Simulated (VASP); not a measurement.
# NaCl in VASP: notebook, part 2 of 2

VASP 6.6.1. Earlier steps stand in the parts before.

**3. Electric field gradients, PBEsol (equal xx and yy strain of -1 %)**

Contents of INCAR:

```
PREC = Accurate ; ENCUT = 520
EDIFF = 1E-8 ; ISMEAR = -1
SIGMA = 0.03 ; LREAL = F
LASPH = T ; NELM = 100
ALGO = Normal ; ISIF = 2
LWAVE = F ; LCHARG = F
GGA = PS ; LEFG = T
NBANDS = 14
```

Contents of KPOINTS:

```
regular mesh
0
Gamma
  9 9 9
```

Contents of POSCAR:

```
NaCl
1.0
    2.8314000000      0.0000000000      0.0000000000
    0.0000000000      2.8314000000      0.0000000000
    0.0000000000      0.0000000000      2.8600000000
Na Cl
1 1
Direct
    0.0000000000      0.0000000000      0.0000000000
    0.5000000000      0.5000000000      0.5000000000
```

Potentials or basis: VASP PAW PBE potentials, release 64 (Na_pv, Cl).

Launch:

```
cat potpaw_PBE.64/Na_pv/POTCAR potpaw_PBE.64/Cl/POTCAR > POTCAR
mpirun -np 1 vasp_std > vasp.out
```

OUTCAR:

```text
PREC = Accurate
   ENCUT = 520
   EDIFF = 1E-8
   ISMEAR = -1
   LREAL = F
   LASPH = T
   NELM = 100
   ISIF = 2
   GGA = PS

 ion  position               nearest neighbor table
   1  0.000  0.000  0.000-   2 2.46   2 2.46   2 2.46   2 2.46   2 2.46   2 2.46   2 2.46   2 2.46

   2  0.500  0.500  0.500-   1 2.46   1 2.46   1 2.46   1 2.46   1 2.46   1 2.46   1 2.46   1 2.46

  LATTYP: Found a simple tetragonal cell.
 ALAT       =     2.8314000000
 C/A-ratio  =     1.0101010101

  Lattice vectors:

 A1 = (   2.8314000000,   0.0000000000,   0.0000000000)
 A2 = (   0.0000000000,   2.8314000000,   0.0000000000)
 A3 = (   0.0000000000,   0.0000000000,   2.8600000000)

Analysis of symmetry for initial positions (statically):
=====================================================================
 Subroutine PRICEL returns:
 Original cell was already a primitive cell.

 Routine SETGRP: Setting up the symmetry group for a
 simple tetragonal supercell.

 Subroutine GETGRP returns: Found 16 space group operations
 (whereof 16 operations were pure point group operations)
 out of a pool of 16 trial point group operations.

The static configuration has the point symmetry D_4h.

Analysis of symmetry for dynamics (positions and initial velocities):
=====================================================================
 Subroutine PRICEL returns:
 Original cell was already a primitive cell.

 Routine SETGRP: Setting up the symmetry group for a
 simple tetragonal supercell.

 Subroutine GETGRP returns: Found 16 space group operations
 (whereof 16 operations were pure point group operations)
 out of a pool of 16 trial point group operations.

[... 168 lines left out ...]
     12      24.8799      0.00000
     13      25.1101      0.00000
     14      29.4898      0.00000
[... 377 lines left out ...]
      1     -16.0292      2.00000
      2     -15.6004      2.00000
      3     -15.5864      2.00000
      4      -8.2443      2.00000
      5       0.3204      2.00000
      6       5.4195      2.00000
      7       5.6170      2.00000
      8      16.9301      0.00000
      9      17.1505      0.00000
     10      17.4858      0.00000
     11      17.8088      0.00000
     12      23.3608      0.00000
     13      23.4910      0.00000
     14      24.2011      0.00000

 [... further k-points ...]
[... 5 lines left out ...]
  --------------------------------------------------------------------------------------
  -------------------------------------------------------------------------------------
  Total        9.4548065      9.4548065      9.0755455      0.0000000      0.0000000     -0.0000000
  in kB      660.6854420    660.6854420    634.1833444      0.0000000      0.0000000     -0.0000000
  external PRESSURE =     651.8514095 kB  Pullay stress =       0.0000000 kB

 VOLUME and BASIS-vectors are now :
 -----------------------------------------------------------------------------
  energy-cutoff  :      520.00
  volume of cell :       22.93
      direct lattice vectors                 reciprocal lattice vectors
     2.831400000  0.000000000  0.000000000     0.353182171  0.000000000  0.000000000
     0.000000000  2.831400000  0.000000000     0.000000000  0.353182171  0.000000000
     0.000000000  0.000000000  2.860000000     0.000000000  0.000000000  0.349650350

 POSITION                                       TOTAL-FORCE (eV/Angst)
 -----------------------------------------------------------------------------------
      0.00000      0.00000      0.00000         0.000000      0.000000      0.000000
      1.41570      1.41570      1.43000         0.000000      0.000000      0.000000
 -----------------------------------------------------------------------------------
    total drift:                                0.000000     -0.000000     -0.000000

  FREE ENERGIE OF THE ION-ELECTRON SYSTEM (eV)
  ---------------------------------------------------
  free  energy   TOTEN  =        -4.5968549015 eV

  energy  without entropy=       -4.5968549015  energy(sigma->0) =       -4.59685490

 Electric field gradients (V/A^2)
---------------------------------------------------------------------
 ion       V_xx      V_yy      V_zz      V_xy      V_xz      V_yz
---------------------------------------------------------------------
   1       0.329     0.329    -0.659    -0.000    -0.000    -0.000
   2      -2.832    -2.832     5.663    -0.000     0.000     0.000
---------------------------------------------------------------------

 Electric field gradients after diagonalization (V/A^2)
 (convention: |V_zz| > |V_xx| > |V_yy|)
----------------------------------------------------------------------
 ion       V_xx      V_yy      V_zz     asymmetry (V_yy - V_xx)/ V_zz
----------------------------------------------------------------------
   1       0.329     0.329    -0.659       0.000
   2      -2.832    -2.832     5.663       0.000
----------------------------------------------------------------------

           NMR quadrupolar parameters

 Cq : quadrupolar parameter    Cq=e*Q*V_zz/h
 eta: asymmetry parameters     (V_yy - V_xx)/ V_zz
 Q  : nuclear electric quadrupole moment in mb (millibarn)
----------------------------------------------------------------------
 ion       Cq(MHz)       eta       Q (mb)
----------------------------------------------------------------------
   1      -0.002       0.000       1.000
   2       0.014       0.000       1.000
----------------------------------------------------------------------
```

OSZICAR:

```text
N       E                     dE             d eps       ncg     rms          rms(c)
DAV:   1     0.104991834847E+03    0.10499E+03   -0.71177E+03  2136   0.122E+03
DAV:   2     0.852118665748E+00   -0.10414E+03   -0.94908E+02  2428   0.320E+02
DAV:   3    -0.482661967730E+01   -0.56787E+01   -0.56397E+01  2676   0.661E+01
DAV:   4    -0.488998092765E+01   -0.63361E-01   -0.63342E-01  2430   0.703E+00
DAV:   5    -0.489087157921E+01   -0.89065E-03   -0.89063E-03  2790   0.883E-01    0.625E+00
DAV:   6    -0.464901536416E+01    0.24186E+00   -0.20477E-01  2962   0.685E+00    0.404E+00
DAV:   7    -0.459907982912E+01    0.49936E-01   -0.11518E-01  3176   0.411E+00    0.169E+00
DAV:   8    -0.459696899825E+01    0.21108E-02   -0.93461E-03  2394   0.116E+00    0.235E-01
DAV:   9    -0.459685191702E+01    0.11708E-03   -0.27983E-04  2730   0.315E-01    0.471E-02
DAV:  10    -0.459685440596E+01   -0.24889E-05   -0.24802E-05  2786   0.103E-01    0.829E-03
DAV:  11    -0.459685478570E+01   -0.37974E-06   -0.42816E-06  2604   0.255E-02    0.604E-03
DAV:  12    -0.459685488392E+01   -0.98217E-07   -0.22022E-07  2460   0.451E-03    0.140E-03
DAV:  13    -0.459685492534E+01   -0.41419E-07   -0.27763E-08  2616   0.112E-03    0.924E-04
DAV:  14    -0.459685490512E+01    0.20214E-07   -0.11560E-09  1482   0.266E-04    0.151E-04
DAV:  15    -0.459685490151E+01    0.36171E-08   -0.22080E-10  1380   0.130E-04
   1 F= -.45968549E+01 E0= -.45968549E+01  d E =-.128339E-10
```

Wall time 10 s (1 thread of Intel Xeon Platinum 8488C (Sapphire Rapids), shared host); peak memory 0.14 GiB.

Results:

```yaml
Free_energy: -4.5969 eV
Pressure: 65.2 GPa
Band_gap_on_the_k_mesh: 4.43 eV, direct
```

Stress tensor (GPa, compression positive):
```
66.07  0.00  0.00
 0.00 66.07  0.00
 0.00  0.00 63.42
```

Levels at points of the mesh, in eV from the valence-band top:
| k point | band 4 | band 5 | band 6 | band 7 | band 8 | band 9 | band 10 | band 11 |
| --- | --- | --- | --- | --- | --- | --- | --- | --- |
| (0.00, 0.00, 0.00) | -17.18 | -1.43 | -1.24 | -1.24 | 6.31 | 6.45 | 7.40 | 17.83 |

Electric field gradients, principal values (V/Å²):
| atom | least | middle | greatest (by size) |
| --- | --- | --- | --- |
| 1 Na | 0.329 | 0.329 | -0.659 |
| 2 Cl | -2.832 | -2.832 | 5.663 |

Caveat: the cell differs from its parent crystal (equal xx and yy strain of -1 %); without QUAD_EFG the Cq values of the log hold for a quadrupole moment of 1 mb, not for the nuclei; the PAW data sets were made with another functional, which shifts forces and pressure a little. A k mesh can miss the band edges.
